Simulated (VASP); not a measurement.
Here is a VASP 6.6.1 calculation.

Contents of INCAR:

```
SYSTEM = Ti
PREC     = Accurate       ! precision mode
ENCUT    = 520            ! plane-wave cutoff, eV
EDIFF    = 1E-6           ! SCF threshold, eV
ISMEAR   = 0              ! smearing method
SIGMA    = 0.1            ! smearing width, eV
LREAL    = .FALSE.        ! projectors in reciprocal space
LASPH    = .TRUE.         ! aspherical terms in the spheres
NELM     = 60             ! most SCF steps
ALGO     = Normal         ! electronic algorithm
ISIF     = 2              ! what is computed and relaxed
LWAVE    = .FALSE.        ! write WAVECAR
LCHARG   = .TRUE.         ! write CHGCAR
LELF     = .TRUE.         ! ELF
LVHAR    = .TRUE.       
NBANDS   = 12             ! bands
```

Contents of KPOINTS:

```
Automatic mesh
0
G
  8 8 8
  0 0 0
```

The input POSCAR:

```
Ti
1.0
   -1.5870920220      1.5870920220      1.5870920220
    1.5870920220     -1.5870920220      1.5870920220
    1.5870920220      1.5870920220     -1.5870920220
Ti
1
Direct
    0.0000000000      0.0000000000      0.0000000000
```

Potentials or basis: VASP PAW LDA potentials, release 64 (Ti_sv).

Run with:

```bash
$ cat potpaw_LDA.64/Ti_sv/POTCAR > POTCAR
$ mpirun -np 1 vasp_std > vasp.out
```

Estimate the pressure.

-0.9 GPa.

What does it give for the band gap on the k mesh?

Zero (band 6 reaches 9.74 eV, above the bottom of band 7 at 8.10 eV).
